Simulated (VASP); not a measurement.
TaN, 2 atoms in the cell. Symmetry: Fm-3m, No. 225, cubic system. Conventional cell: a = 4.467 Å, b = 4.467 Å, c = 4.467 Å, α = 90.00°, β = 90.00°, γ = 90.00°. Ta (site symmetry m-3m) has 6 N at 2.23 Å within 3.0 Å. Within 3.0 Å of N (site symmetry m-3m) lie 6 Ta at 2.23 Å.  This cell differs from its parent crystal: strain +0.025 along x and y, +0.025 along z.

```yaml
Program: VASP 6.6.1
Task: single point
Functional: PBE
Potentials_or_basis: VASP PAW PBE potentials, release 64 (Ta_pv, N)
Cutoff: 520 eV
k_mesh: 18 × 18 × 18
Occupations: gaussian, width 0.15 eV
Spin: no spin polarisation
Dipole_correction: no
Further_INCAR_settings: ALGO = Normal; EDIFF = 1e-06; NBANDS = 15
```

Potentials or basis: VASP PAW PBE potentials, release 64 (Ta_pv, N).

The run is started by

```sh
$ cat potpaw_PBE.64/Ta_pv/POTCAR potpaw_PBE.64/N/POTCAR > POTCAR
$ mpirun -np 1 vasp_std > vasp.out
```

Hardware: 1 thread of Intel(R) Xeon(R) 6975P-C (Granite Rapids), with other jobs on the host.

Problem. Estimate the wall time of this run.

Solution. It took 21 s on 1 thread of Intel(R) Xeon(R) 6975P-C (Granite Rapids), on a shared host, peak memory 0.18 GiB. Counts: scf iterations 12, k points 195.
